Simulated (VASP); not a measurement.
TeO, 2 atoms in the cell. The structure is hexagonal, space group P6mm (No. 183). The conventional cell has a = 3.377 Å, b = 3.377 Å, c = 4.541 Å, α = 90.00°, β = 90.00°, γ = 120.00°. Te (site symmetry 6mm) has 2 O at 2.12 to 2.42 Å within 2.8 Å. Within 2.8 Å of O (site symmetry 6mm) lie 2 Te at 2.12 to 2.42 Å. 

* Program: VASP 6.6.1
* Task: relaxation of cell and atoms
* Functional: PBE
* Potentials or basis: VASP PAW PBE potentials, release 64 (Te, O)
* Cutoff: 600 eV
* k mesh: 6 × 6 × 4
* Occupations: gaussian, width 0.1 eV
* Spin: no spin polarisation
* Dipole correction: no
* Further INCAR settings: ALGO = Normal; EDIFF = 1e-06; IBRION = 2; EDIFFG = -0.04; NSW = 90; ISIF = 3

Potentials or basis: VASP PAW PBE potentials, release 64 (Te, O).

Launch:

```bash
$ cat potpaw_PBE.64/Te/POTCAR potpaw_PBE.64/O/POTCAR > POTCAR
$ mpirun -np 1 vasp_std > vasp.out
```

Hardware: 1 thread of AMD EPYC 7R43 64-Core Processor (Zen 3), on a shared host.

Estimate the wall time of this run.

Wall time 90 s on 1 thread of AMD EPYC 7R43 64-Core Processor (Zen 3) (shared host), peak memory 0.15 GiB. Counts: scf iterations 96, k points 21, ion steps 12.
